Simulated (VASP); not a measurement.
Au, 1 atom in the cell. The structure is cubic, space group Fm-3m (No. 225). Conventional cell: a = 4.070 Å, b = 4.070 Å, c = 4.070 Å, α = 90.00°, β = 90.00°, γ = 90.00°. Au (site symmetry m-3m) has 12 Au at 2.88 Å within 3.8 Å. 

```yaml
Program: VASP 6.6.1
Task: relaxation of cell and atoms
Functional: SVWN5
Potentials_or_basis: VASP PAW PBE potentials, release 64 (Au)
Cutoff: 600 eV
k_mesh: 11 × 11 × 11
Occupations: fermi-dirac, width 0.05 eV
Spin: no spin polarisation
Dipole_correction: no
Further_INCAR_settings: ALGO = Normal; EDIFF = 1e-06; IBRION = 2; EDIFFG = -0.01; NSW = 60; ISIF = 3
```

Potentials or basis: VASP PAW PBE potentials, release 64 (Au).

Launch:

```console
$ cat potpaw_PBE.64/Au/POTCAR > POTCAR
$ mpirun -np 1 vasp_std > vasp.out
```

Hardware: 1 thread of Intel(R) Xeon(R) Platinum 8259CL CPU @ 2.50GHz (Skylake/Cascade Lake), on a shared host.

Problem. Estimate the wall time of this run.

Solution. Run time: 14 s on 1 thread of Intel(R) Xeon(R) Platinum 8259CL CPU @ 2.50GHz (Skylake/Cascade Lake) (shared host), peak memory 0.15 GiB. Counts: scf iterations 24, k points 56, ion steps 3.
